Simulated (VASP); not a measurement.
Runs of VASP 6.6.1 on Ti. The structure is that of space group Fm-3m (No. 225), or close to it. The cells are those of the table. 

```csv
task,level,potentials or basis,spin,cell,k mesh,cutoff (eV),smearing,grid for exact exchange (PRECFOCK),share of exact exchange,screening parameter,gap on the mesh (eV),pressure (GPa)
single point,LDA,"VASP PAW LDA potentials, release 64 (Ti_sv)",off,"a = 2.850, b = 2.869, c = 2.892 Å, angles 60.9, 60.3, 59.0°, 1 atom",19 × 18 × 18,520,methfessel-paxton 0.05 eV,-,-,-,none,-5.1
single point,r2SCAN,"VASP PAW PBE potentials, release 64 (Ti_sv)",off,"a = 2.792 Å, angles 60.0°, 1 atom",11 × 11 × 11,550,tetrahedron,-,-,-,none,17.0
single point,HSE06,"VASP PAW PBE potentials, release 64 (Ti_sv)",off,"a = 2.871 Å, angles 60.0°, 1 atom",6 × 6 × 6,520,fermi-dirac 0.05 eV,Normal,0.25,0.2079 1/Å,none,(a)
single point,HSE06,"VASP PAW PBE potentials, release 64 (Ti_sv)",off,"a = 2.812 Å, angles 60.0°, 1 atom",6 × 6 × 6,520,fermi-dirac 0.05 eV,Normal,0.25,0.2079 1/Å,none,13.1
single point,PBE0,"VASP PAW PBE potentials, release 64 (Ti_sv)",off,"a = 2.871 Å, angles 60.0°, 1 atom",6 × 6 × 6,520,fermi-dirac 0.1 eV,Normal,0.25,-,none,3.1
single point,r2SCANh+D3(BJ),"VASP PAW PBE potentials, release 64 (Ti_sv)",off,"a = 2.871 Å, angles 60.0°, 1 atom",7 × 7 × 7,440,methfessel-paxton 0.05 eV,Normal,0.1,-,none,1.1
relaxation of cell and atoms,PBE-based screened hybrid with 25 % exact exchange,"VASP PAW PBE potentials, release 64 (Ti_sv)",off,"relaxed from a = 2.871 Å, angles 60.0°, 1 atom",6 × 6 × 6,600,fermi-dirac 0.05 eV,Normal,0.25,0.3 1/Å,none,0.0
single point,HSE06,"VASP PAW PBE potentials, release 64 (Ti_sv)",off,"a = 2.852 Å, angles 60.0°, 1 atom",6 × 6 × 6,520,fermi-dirac 0.05 eV,Normal,0.25,0.2079 1/Å,none,6.5
single point,PBE-based screened hybrid with 25 % exact exchange,"VASP PAW PBE potentials, release 64 (Ti_sv)",off,"a = 3.008 Å, angles 60.0°, 1 atom",7 × 7 × 7,400,gaussian 0.01 eV,Normal,0.25,0.3 1/Å,none,(b)
single point,PBEsol+D4,"VASP PAW PBE potentials, release 64 (Ti_sv)",collinear,"a = 2.862, b = 2.867, c = 2.864 Å, angles 59.9, 60.1, 60.0°, 1 atom",9 × 9 × 9,520,fermi-dirac 0.15 eV,-,-,-,none,-0.2
```

Task: Estimate the missing entries.

Result: (a) 3.7; (b) -11.3.

Caveats: some runs use coarse meshes; the PAW data sets were made with another functional, which shifts forces and pressure a little (at least some runs); the cell stands under tension (at least some runs); the cell stands under pressure (at least some runs); tetrahedron occupations give inexact forces and stress in metals (at least some runs).

A gap of «none» marks levels without a gap at the run's occupations.
